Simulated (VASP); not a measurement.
# Si62Sn (a cell with a defect) in VASP: single point with PBE

Aim: the single point of Si62Sn (a cell with a defect) with PBE.

Program: VASP 6.6.1. These are calculated values, not measurements. Logs are shortened: lines on timing, memory, paths and dates and some standing lists are left out, and cuts for length are marked.

**1. The cell of the first run**

The cell holds a defect, 63 atoms: a = 10.860 Å, b = 10.860 Å, c = 10.860 Å, α = 90.00°, β = 90.00°, γ = 90.00°.

**2. Single point, PBE, collinear spin, ferromagnetic start**

File INCAR:

```
PREC = Accurate
ENCUT = 520
EDIFF = 1E-6
ISMEAR = 0
SIGMA = 0.05
LREAL = Auto
LASPH = T
NELM = 150
ALGO = Normal
ISIF = 2
LWAVE = F
LCHARG = F
ISPIN = 2
MAGMOM = 0 0 0 0 0 0 0 0 0 0 0 0 0 0 0 0 0 0 0 0 0 0 0 0 0 0 0 0 0 0 0 0 0 0 0 0 0 0 0 0 0 0 0 0 0 0 0 0 0 0 0 0 0 0 0 0 0 0 0 0 0 0 1
LORBIT = 11
GGA = PE
NBANDS = 172
NELECT = 261.0
```

File KPOINTS:

```
regular mesh
0
Gamma
  1 1 1
```

File POSCAR:

```
Si62Sn
1.0
   10.8600000000      0.0000000000      0.0000000000
    0.0000000000     10.8600000000      0.0000000000
    0.0000000000      0.0000000000     10.8600000000
Si Sn
62 1
Direct
    0.5077351278     -0.0075425247      0.0077351278
    0.7575425247      0.2422648722      0.0077351278
    0.8781849003      0.3757735505      0.1264467149
    0.8694709937      0.1308559237      0.3694709937
    0.0028060743     -0.0006300392     -0.0013637489
    0.1262157171      0.1239946439      0.1260053561
    0.2537634387      0.2473930659      0.0026069341
    0.3821333173      0.3678666827      0.1281424220
    0.5026069341      0.4962365613      0.0026069341
    0.6260053561      0.6237842829      0.1260053561
    0.7506300392      0.7471939257     -0.0013637489
    0.8694709937      0.8805290063      0.1191440763
    0.2505919934     -0.0008289465      0.2508289465
    0.3742264495      0.1235532851      0.3781849003
    0.5077351278      0.2422648722      0.2575425247
    0.6264467149      0.3757735505      0.3781849003
    0.7508289465      0.4994080066      0.2508289465
    0.8743715270      0.6266449457      0.3743715270
    0.4986362511     -0.0006300392      0.5028060743
    0.6260053561      0.1239946439      0.6262157171
    0.7506300392      0.2513637489      0.5028060743
    0.8777557817      0.3756262867      0.6267006094
    0.7508289465     -0.0008289465      0.7505919934
    0.8781849003      0.1235532851      0.8742264495
    0.0025612940      0.4994878828     -0.0008963847
    0.1246355807      0.6253644193      0.1259380850
    0.2505121172      0.7474387060     -0.0008963847
    0.3742264495      0.8718150997      0.1264467149
    0.0028060743      0.2513637489      0.2506300392
    0.1267006094      0.3756262867      0.3777557817
    0.2520494064      0.4979505936      0.2507634914
    0.3743737133      0.6232993906      0.3777557817
    0.4986362511      0.7471939257      0.2506300392
    0.6191440763      0.8805290063      0.3694709937
   -0.0051656092      0.0009996334      0.4948343908
    0.1246355807      0.1240619150      0.6246355807
    0.2505121172      0.2508963847      0.5025612940
    0.3770664606      0.3729335394      0.6288942989
    0.4991036153      0.4994878828      0.5025612940
    0.6259380850      0.6253644193      0.6246355807
    0.7490003666      0.7551656092      0.4948343908
    0.8743715270      0.8756284730      0.6233550543
    0.2520494064     -0.0007634914      0.7520494064
    0.3821333173      0.1218575780      0.8821333173
    0.5026069341      0.2473930659      0.7537634387
    0.6281424220      0.3678666827      0.8821333173
    0.7507634914      0.4979505936      0.7520494064
    0.8777557817      0.6232993906      0.8743737133
   -0.0051656092      0.7551656092      0.2490003666
    0.1233550543      0.8756284730      0.3743715270
   -0.0001306176      0.5017234327      0.4998693824
    0.1258336587      0.6241663413      0.6258336587
    0.2482765673      0.7501306176      0.4998693824
    0.3743737133      0.8722442183      0.6267006094
    0.0025612940      0.2508963847      0.7505121172
    0.1288942989      0.3729335394      0.8770664606
    0.2510633256      0.4989366744      0.7510633256
    0.3770664606      0.6211057011      0.8770664606
    0.4991036153      0.7474387060      0.7505121172
    0.6264467149      0.8718150997      0.8742264495
   -0.0001306176      0.7501306176      0.7482765673
    0.1267006094      0.8722442183      0.8743737133
    0.6893850124      0.0606149876      0.1893850124
```

Potentials or basis: VASP PAW PBE potentials, release 64 (Si, Sn_d).

Run with:

```bash
> cat potpaw_PBE.64/Si/POTCAR potpaw_PBE.64/Sn_d/POTCAR > POTCAR
> mpirun -np 1 vasp_gam > vasp.out
```

OUTCAR:

```text
PREC = Accurate
   ENCUT = 520
   EDIFF = 1E-6
   ISMEAR = 0
   LREAL = Auto
   LASPH = T
   NELM = 150
   ISIF = 2
   ISPIN = 2
   LORBIT = 11
   GGA = PE
   NELECT = 261.0

 ion  position               nearest neighbor table
   1  0.508  0.992  0.008-  28 2.34  60 2.34  44 2.39  63 2.89
   2  0.758  0.242  0.008-   3 2.34  24 2.34  46 2.39  63 2.89
   3  0.878  0.376  0.126-  29 2.34   2 2.34  17 2.35  25 2.35
   4  0.869  0.131  0.369-  21 2.34  29 2.34  35 2.39  63 2.87
   5  0.003  0.999  0.999-  12 2.34  24 2.34  62 2.35   6 2.35
   6  0.126  0.124  0.126-  13 2.35   7 2.35   5 2.35  29 2.35
[... 54 lines left out ...]
  61  1.000  0.750  0.748-  52 2.35  48 2.35  62 2.35  42 2.36
  62  0.127  0.872  0.874-  27 2.34  43 2.35  61 2.35   5 2.35
  63  0.689  0.061  0.189-   4 2.87  12 2.87  34 2.87   2 2.89  15 2.89   1 2.89

  LATTYP: Found a simple cubic cell.
 ALAT       =    10.8600000000

  Lattice vectors:

 A1 = (  10.8600000000,   0.0000000000,   0.0000000000)
 A2 = (   0.0000000000,  10.8600000000,   0.0000000000)
 A3 = (   0.0000000000,   0.0000000000,  10.8600000000)

Analysis of symmetry for initial positions (statically):
=====================================================================
 Subroutine PRICEL returns:
 Original cell was already a primitive cell.

 Routine SETGRP: Setting up the symmetry group for a
 simple cubic supercell.

 Subroutine GETGRP returns: Found  6 space group operations
 (whereof  1 operations were pure point group operations)
 out of a pool of 48 trial point group operations.

The static configuration has the point symmetry C_1 .
 The point group associated with its full space group is C_3v.

Analysis of symmetry for dynamics (positions and initial velocities):
=====================================================================
 Subroutine PRICEL returns:
 Original cell was already a primitive cell.

 Routine SETGRP: Setting up the symmetry group for a
 simple cubic supercell.

 Subroutine GETGRP returns: Found  6 space group operations
 (whereof  1 operations were pure point group operations)
 out of a pool of 48 trial point group operations.

The dynamic configuration has the point symmetry C_1 .
 The point group associated with its full space group is C_3v.

Analysis of structural, dynamic, and magnetic symmetry:
=====================================================================
 Subroutine PRICEL returns:
 Original cell was already a primitive cell.

 Routine SETGRP: Setting up the symmetry group for a
 simple cubic supercell.

 Subroutine GETGRP returns: Found  6 space group operations
 (whereof  1 operations were pure point group operations)
 out of a pool of 48 trial point group operations.

The overall configuration has the point symmetry C_1 .
 The point group associated with its full space group is C_3v.

 Subroutine INISYM returns: Found  6 space group operations
 (whereof  1 operations are pure point group operations),
 and found     1 'primitive' translations

----------------------------------------------------------------------------------------

                                     Primitive cell

  volume of cell :    1280.8241

  direct lattice vectors                    reciprocal lattice vectors
    10.860000000  0.000000000  0.000000000     0.092081031  0.000000000  0.000000000
     0.000000000 10.860000000  0.000000000     0.000000000  0.092081031  0.000000000
     0.000000000  0.000000000 10.860000000     0.000000000  0.000000000  0.092081031

  length of vectors
    10.860000000 10.860000000 10.860000000     0.092081031  0.092081031  0.092081031

  position of ions in fractional coordinates (direct lattice)
     0.507735128  0.992457475  0.007735128
[... 168 lines left out ...]
   ISTART =      0    job   : 0-new  1-cont  2-samecut
   ICHARG =      2    charge: 1-file 2-atom 10-const
   ISPIN  =      2    spin polarized calculation?
   LNONCOLLINEAR =      F non collinear calculations
   LSORBIT =      F    spin-orbit coupling
   LASPH  =      T    aspherical Exc in radial PAW
   ENCUT  =  520.0 eV  38.22 Ry    6.18 a.u.  20.19 20.19 20.19*2*pi/ulx,y,z
   NELM   =    150;   NELMIN=  2; NELMDL= -5     # of ELM steps
   EDIFF  = 0.1E-05   stopping-criterion for ELM
   LREAL  =      T    real-space projection
   EDIFFG = 0.1E-04   stopping-criterion for IOM
   NSW    =      0    number of steps for IOM
   IBRION =     -1    ionic relax: 0-MD 1-quasi-New 2-CG
   NFREE  =      0    steps in history (QN), initial steepest desc. (CG)
   ISIF   =      2    stress and relaxation
   ISYM   =      2    0-nonsym 1-usesym 2-fastsym
   POTIM  = 0.5000    time-step for ionic-motion
   TEBEG  =    0.0;   TEEND  =   0.0 temperature during run
   PSTRESS=    0.0 pullay stress
   NELECT =     261.0000    total number of electrons
   NUPDOWN=      -1.0000    fix difference up-down
   EMIN   =  10.00;   EMAX   =-10.00  energy-range for DOS
   EFERMI =   0.00;   METHOD = LEGACY
   ISMEAR =     0;   SIGMA  =   0.05  broadening in eV -4-tet -1-fermi 0-gaus
   EFERMI_NEDOS =   21; number of points for ismear=-14 and -15
   IALGO  =     38    algorithm
   IMIX   =      4    mixing-type and parameters
     AMIX     =   0.40;   BMIX     =  1.00
     AMIX_MAG =   1.60;   BMIX_MAG =  1.00
  volume/ion in A,a.u.               =      20.33       137.20
  Fermi-wavevector in a.u.,A,eV,Ry     =   0.963367  1.820500 12.627245  0.928076
  Thomas-Fermi vector in A             =   2.092906
   LORBIT       =     11    0 simple, 1 ext, 2 COOP (PROOUT), +10 PAW based schemes
   GGA     = PE    functional components
   LHFCALC =     F    Hartree Fock is set to
   AEXX    =    0.0000 exact exchange contribution
   IVDW    =     0    specifies the selected vdW correction
   LEPSILON=     F    determine dielectric tensor
   LRPA    =     F    only Hartree local field effects (RPA)
 spin polarized calculation
 Gauss-broadening in eV      SIGMA  =   0.05
  energy-cutoff  :      520.00
  volume of cell :     1280.82
 maximum number of plane-waves:     17229
 NGX is ok and might be reduce to    84
   NGX = 41   NGY = 41   NGZ = 41

 number of electron     260.9999990 magnetization       0.9654807

 Free energy of the ion-electron system (eV)
  ---------------------------------------------------
  ext. energy  EPLUGINS =         0.00000000
  ---------------------------------------------------
  free energy    TOTEN  =      -337.28616622 eV

  energy without entropy =     -337.25630330  energy(sigma->0) =     -337.27123476

 E-fermi :   6.3048     XC(G=0):  -9.3604

 val. band max:        5.5949090274   @ k =   0.0000   0.0000   0.0000
 cond. band min:       6.3055777094   @ k =   0.0000   0.0000   0.0000
 fundamental gap:      0.7106686820
 Fermi energy:         6.3048110257

 spin component 1

 k-point     1 :       0.0000    0.0000    0.0000
  band No.  band energies     occupation
      1     -15.4371      1.00000
      2     -15.4371      1.00000
      3     -15.4101      1.00000
      4     -15.4101      1.00000
      5     -15.4047      1.00000
      6      -6.1054      1.00000
[... 134 lines left out ...]
    141       6.9623      0.00000
    142       7.0161      0.00000
 Fermi energy:         6.3048110257

 spin component 2

 k-point     1 :       0.0000    0.0000    0.0000
  band No.  band energies     occupation
      1     -15.4329      1.00000
      2     -15.4329      1.00000
      3     -15.4127      1.00000
      4     -15.4127      1.00000
      5     -15.4068      1.00000
      6      -6.0924      1.00000
[... 134 lines left out ...]
    141       6.9754      0.00000
    142       7.0289      0.00000
 [bands above 142 left out]

------------------------ aborting loop because EDIFF is reached ----------------------------------------

  FORCE on cell =-STRESS in cart. coord.  units (eV):
  Direction    XX          YY          ZZ          XY          YZ          ZX
  --------------------------------------------------------------------------------------
  -------------------------------------------------------------------------------------
  Total        5.9117269      5.9117269      5.9117269      4.6895140      4.6895140     -4.6895140
  in kB        7.3949539      7.3949539      7.3949539      5.8660930      5.8660930     -5.8660930
  external PRESSURE =       7.3949539 kB  Pullay stress =       0.0000000 kB

 VOLUME and BASIS-vectors are now :
 -----------------------------------------------------------------------------
  energy-cutoff  :      520.00
  volume of cell :     1280.82
      direct lattice vectors                 reciprocal lattice vectors
    10.860000000  0.000000000  0.000000000     0.092081031  0.000000000  0.000000000
     0.000000000 10.860000000  0.000000000     0.000000000  0.092081031  0.000000000
     0.000000000  0.000000000 10.860000000     0.000000000  0.000000000  0.092081031

 POSITION                                       TOTAL-FORCE (eV/Angst)
 -----------------------------------------------------------------------------------
      5.51400     10.77809      0.08400        -0.002639     -0.021969     -0.002639
      8.22691      2.63100      0.08400         0.021969      0.002639     -0.002639
      9.53709      4.08090      1.37321        -0.004959     -0.007781     -0.000430
      9.44245      1.42110      4.01245         0.004431      0.013065      0.004431
      0.03047     10.85316     10.84519        -0.005524      0.002011      0.005886
      1.37070      1.34658      1.36842         0.001021      0.001145     -0.001145
[... 55 lines left out ...]
      1.37597      9.47257      9.49570         0.002013     -0.003477     -0.003275
      7.48672      0.65828      2.05672        -0.011203      0.011203     -0.011203
 -----------------------------------------------------------------------------------
    total drift:                               -0.003248      0.003248     -0.003248

  FREE ENERGIE OF THE ION-ELECTRON SYSTEM (eV)
  ---------------------------------------------------
  free  energy   TOTEN  =      -337.2861662222 eV

  energy  without entropy=     -337.2563033013  energy(sigma->0) =     -337.27123476

 total charge

# of ion       s       p       d       tot
------------------------------------------
    1        0.764   0.887   0.000   1.651
    2        0.764   0.887   0.000   1.651
    3        0.741   0.956   0.000   1.697
    4        0.763   0.890   0.000   1.653
    5        0.741   0.957   0.000   1.697
    6        0.737   0.958   0.000   1.696
[... 55 lines left out ...]
   62        0.741   0.953   0.000   1.694
   63        1.128   1.065   9.991  12.183
--------------------------------------------------
tot         47.179  59.604   9.991 116.774

 magnetization (x)

# of ion       s       p       d       tot
------------------------------------------
    1        0.007   0.027   0.000   0.034
    2        0.007   0.027   0.000   0.034
    3        0.001   0.004   0.000   0.005
    4        0.006   0.026   0.000   0.032
    5        0.001   0.004   0.000   0.005
    6       -0.000  -0.001   0.000  -0.001
[... 55 lines left out ...]
   62        0.000   0.005   0.000   0.006
   63       -0.004  -0.014   0.017  -0.001
--------------------------------------------------
tot          0.050   0.313   0.017   0.380
```

Wall time 10 min (1 thread of AMD EPYC 7R13 (Zen 3), shared host); peak memory 1.4 GiB.

What came out:

```yaml
Free_energy: -337.2862 eV
Largest_force: 0.022 eV/Å
Net_moment: 0.97 μB per cell
Site_moments: Si +0.03, +0.01, -0.00, +0.00; Sn -0.00 μB
Valence_electrons_inside_the_program's_atomic_spheres: Si 1.65, 1.70, 1.67, 1.69, 1.68; Sn 12.18
```

Forces on the atoms (eV/Å):
```
Si  -0.003 -0.022 -0.003
Si   0.022  0.003 -0.003
Si  -0.005 -0.008  0.000
Si   0.004  0.013  0.004
Si  -0.006  0.002  0.006
Si   0.001  0.001 -0.001
Si  -0.006 -0.006  0.006
Si   0.001 -0.001 -0.012
Si   0.006  0.006  0.006
Si  -0.001 -0.001 -0.001
Si  -0.002  0.006  0.006
Si   0.004 -0.004 -0.013
Si   0.001 -0.002  0.002
Si   0.008  0.000 -0.005
Si  -0.003  0.003  0.022
Si   0.000 -0.008 -0.005
Si   0.002 -0.001  0.002
Si  -0.006 -0.005 -0.006
Si   0.006  0.002 -0.006
Si  -0.001  0.001  0.001
Si  -0.002 -0.006 -0.006
Si   0.003  0.003  0.002
Si   0.002 -0.002  0.001
Si  -0.005  0.000  0.008
Si  -0.005  0.009 -0.001
Si   0.008 -0.008 -0.007
Si  -0.009  0.005 -0.001
Si   0.008  0.005  0.000
Si  -0.006 -0.006 -0.002
Si   0.002  0.003  0.003
Si   0.001 -0.001  0.012
Si  -0.003 -0.002  0.003
Si   0.006  0.006 -0.002
Si  -0.013 -0.004  0.004
Si   0.000  0.000  0.000
Si   0.008  0.007  0.008
Si  -0.009  0.001 -0.005
Si   0.008 -0.008  0.001
Si  -0.001  0.009 -0.005
Si  -0.007 -0.008  0.008
Si   0.000  0.000  0.000
Si  -0.006  0.006  0.005
Si   0.001 -0.012  0.001
Si   0.001  0.012  0.001
Si   0.006 -0.006 -0.006
Si  -0.012 -0.001  0.001
Si   0.012 -0.001  0.001
Si   0.003 -0.002 -0.003
Si   0.000  0.000  0.000
Si   0.005  0.006 -0.006
Si   0.001  0.002  0.001
Si   0.001 -0.001  0.001
Si  -0.002 -0.001  0.001
Si  -0.003 -0.003  0.002
Si  -0.005  0.001 -0.009
Si   0.001 -0.008  0.008
Si  -0.009  0.009 -0.009
Si   0.008 -0.001  0.008
Si  -0.001  0.005 -0.009
Si   0.000  0.005  0.008
Si   0.001 -0.001 -0.002
Si   0.002 -0.003 -0.003
Sn  -0.011  0.011 -0.011
```

Levels at points of the mesh, in eV from the Fermi level:
Spin up:
| k point | band 128 | band 129 | band 130 | band 131 | band 132 | band 133 |
| --- | --- | --- | --- | --- | --- | --- |
| (0.00, 0.00, 0.00) | -0.98 | -0.98 | -0.72 | 0.00 | 0.00 | 0.20 |
Spin down:
```
           k point  band 126  band 127  band 128  band 129  band 130  band 131  band 132  band 133  band 134  band 135
(0.00, 0.00, 0.00)     -1.28     -1.28     -0.94     -0.94     -0.71      0.08      0.08      0.21      0.21      0.23
```

Caveat: the k points lie up to 0.58 Å⁻¹ apart; the cell carries a net charge on a neutralising background, which shifts energy and pressure; the cell is charged against a uniform background, so pressure and absolute levels hang on convention; spin-orbit coupling is left out, which moves the levels of the heavy elements.
